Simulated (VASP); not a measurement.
Wanted: the native input for a VASP 6.6.1 run.

```yaml
Task: single point
Functional: r2SCAN
Potentials_or_basis: VASP PAW PBE potentials, release 64 (Cd, Se)
Cutoff: 520 eV
k_mesh: 6 × 6 × 4
Occupations: gaussian, width 0.01 eV
Spin: no spin polarisation
Dipole_correction: no
Further_INCAR_settings: ALGO = Normal; EDIFF = 1e-06; NBANDS = 26
```

The system is CdSe.

```
Cd Se
1.0
     4.36174    0.00000    0.00000
    -2.18087    3.77738    0.00000
     0.00000    0.00000    7.04618
Cd Se
2 2
Cartesian
  0.0000 2.5183 0.0249
  2.1809 1.2591 3.5480
  0.0000 2.5183 2.6879
  2.1809 1.2591 6.2109
```

This cell differs from its parent crystal: in-plane strain +0.005, then relaxed in part.

One way to write it, as run:

POSCAR

```
CdSe
1.0
    4.3617422409      0.0000000000      0.0000000000
   -2.1808711205      3.7773795854      0.0000000000
    0.0000000000      0.0000000000      7.0461775010
Cd Se
2 2
Direct
    0.3333333333      0.6666666667      0.0035370966
    0.6666666667      0.3333333333      0.5035370966
    0.3333333333      0.6666666667      0.3814629034
    0.6666666667      0.3333333333      0.8814629034
```

INCAR.step1

```
SYSTEM = CdSe
PREC = Accurate ; ENCUT = 520
ISMEAR = 0 ; SIGMA = 0.01
LREAL = .FALSE. ; LASPH = .TRUE.
NELM = 80 ; NBANDS = 26
GGA = PE ; ALGO = Normal
EDIFF = 1E-4 ; LWAVE = .TRUE.
LCHARG = .FALSE.
```

INCAR.step2

```
SYSTEM = CdSe
PREC = Accurate ; ENCUT = 520
EDIFF = 1E-6 ; ISMEAR = 0
SIGMA = 0.01 ; LREAL = .FALSE.
LASPH = .TRUE. ; NELM = 80
ALGO = Normal ; ISIF = 2
LWAVE = .FALSE. ; LCHARG = .FALSE.
METAGGA = R2SCAN ; LMIXTAU = .TRUE.
NBANDS = 26 ; ISTART = 1
```

KPOINTS

```
regular mesh
0
G
  6 6 4
  0 0 0
```

Potentials or basis: VASP PAW PBE potentials, release 64 (Cd, Se).

Command:

```console
$ cat potpaw_PBE.64/Cd/POTCAR potpaw_PBE.64/Se/POTCAR > POTCAR
$ cp INCAR.step1 INCAR
$ mpirun -np 1 vasp_std > vasp.out
$ cp INCAR.step2 INCAR
$ mpirun -np 1 vasp_std > vasp.out
```

It gave:

* Pressure: 0.0 GPa
* Band gap on the k mesh: 1.10 eV

Caveat: the cell differs from its parent crystal (in-plane strain +0.005, then relaxed in part); the PAW data sets were made with another functional, which shifts forces and pressure a little.

It took 5 min on 1 thread of Intel Xeon 8259CL, with other jobs on the host, peak memory 0.26 GiB.
